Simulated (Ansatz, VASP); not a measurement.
**Cu12H: VASP beside Ansatz**

```
CELL_PARAMETERS angstrom
5.03783 0.00000 0.00000
0.00000 5.03783 0.00000
0.00000 0.00000 20.66228
ATOMIC_POSITIONS crystal
Cu 0.25000 0.25000 0.19359
Cu 0.25000 0.75000 0.19359
Cu 0.75000 0.25000 0.19359
Cu 0.75000 0.75000 0.19359
Cu 0.00000 0.00000 0.27979
Cu 0.00000 0.50000 0.27979
Cu 0.50000 0.00000 0.27979
Cu 0.50000 0.50000 0.27979
Cu 0.25000 0.25000 0.36599
Cu 0.25000 0.75000 0.36599
Cu 0.75000 0.25000 0.36599
Cu 0.75000 0.75000 0.36599
H 0.25000 0.33333 0.48699
```

Alike in both runs: task single point; functional PBE; dispersion D3(BJ); k mesh 5 × 5 × 1; occupations gaussian, width 0.1 eV; no spin polarisation.

```csv
,VASP,Ansatz
version,VASP 6.6.1,Ansatz 0.2.0
potentials or method,"VASP PAW PBE potentials, release 64 (Cu, H), cutoff 520 eV","scalar-relativistic, plane waves, PAW"
valence electrons in the cell,133,229
```

|  | VASP | Ansatz | Ansatz less VASP |
| --- | --- | --- | --- |
| gap on the k mesh at the Fermi level (eV) | none | none | - |
| rms of the force components (eV/Å) | 0.324 | 0.322 | -0.0027 |

Atom by atom the forces differ by 0.015 eV/Å (rms over components). A gap of «none» marks a metal or a gap that the smearing closes. VASP's potentials hold 133 valence electrons a cell and Ansatz's 229, so a difference there can come from the potentials and not from the codes.
